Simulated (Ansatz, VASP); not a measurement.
**Ru: VASP beside Ansatz**

The input INCAR:

```
SYSTEM = Ru
  PREC = Accurate
  ENCUT = 520
  EDIFF = 1E-7
  ISMEAR = 0
  SIGMA = 0.15
  LREAL = .False.
  LASPH = .True.
  NELM = 60
  ALGO = Fast
  ISIF = 2
  LWAVE = .False.
  LCHARG = .True.
  GGA = PS
  LELF = .True.
  LVHAR = .True.
  NBANDS = 21
```

The input KPOINTS:

```
Automatic mesh
0
Gamma
  24 24 12
  0 0 0
```

The input POSCAR:

```
Ru
1.0
    2.7057993342      0.0000000000      0.0000000000
   -1.3528996671      2.3432909610      0.0000000000
    0.0000000000      0.0000000000      4.2819000000
Ru
2
Direct
    0.1584478292      0.5386415921      0.2500000000
    0.6666666667      0.3333333333      0.7500000000
```

Input for Ansatz:

```yaml
crystal:
  lattice:
    - [2.7057993342, 0.0, 0.0]
    - [-1.3528996671, 2.343290961, 0.0]
    - [0.0, 0.0, 4.2819]
  atoms:
    - { symbol: Ru, position: [0.1584478292, 0.5386415921, 0.25] }
    - { symbol: Ru, position: [0.6666666667, 0.3333333333, 0.75] }
basis:
  ecutwfc: 420
kpoints:
  mp_grid: { grid: [24, 24, 12] }
hamiltonian:
  xc: pbesol
scf:
  occupations: { method: gaussian, width: 0.15 }
output:
  forces: true
  stress: true
  eigenvalues: true
```

Alike in both runs: task single point; functional PBEsol; k mesh 24 × 24 × 12; occupations gaussian, width 0.15 eV; no spin polarisation.

|  | VASP | Ansatz |
| --- | --- | --- |
| version | VASP 6.6.1 | Ansatz 0.2.0 |
| potentials or method | VASP PAW PBE potentials, release 64 (Ru_pv), cutoff 520 eV | scalar-relativistic, plane waves, PAW |
| valence electrons in the cell | 28 | 32 |

|  | VASP | Ansatz | Ansatz less VASP |
| --- | --- | --- | --- |
| gap on the k mesh at the Fermi level (eV) | none | none | - |
| pressure (GPa) | 2.5 | 2.4 | -0.04 |
| traceless stress, the component that is largest in VASP (GPa) | -9.99 | -9.86 | +0.134 |
| rms of the force components (eV/Å) | 1.358 | 1.351 | -0.0068 |

VASP's potentials were made for PBE, not for PBEsol. Atom by atom the forces differ by 0.009 eV/Å (rms over components). A gap of «none» marks a metal or a gap that the smearing closes. The functional is the same, so the differences come from potentials, cutoffs and numerics. VASP's potentials hold 28 valence electrons a cell and Ansatz's 32, so a difference there can come from the potentials and not from the codes.
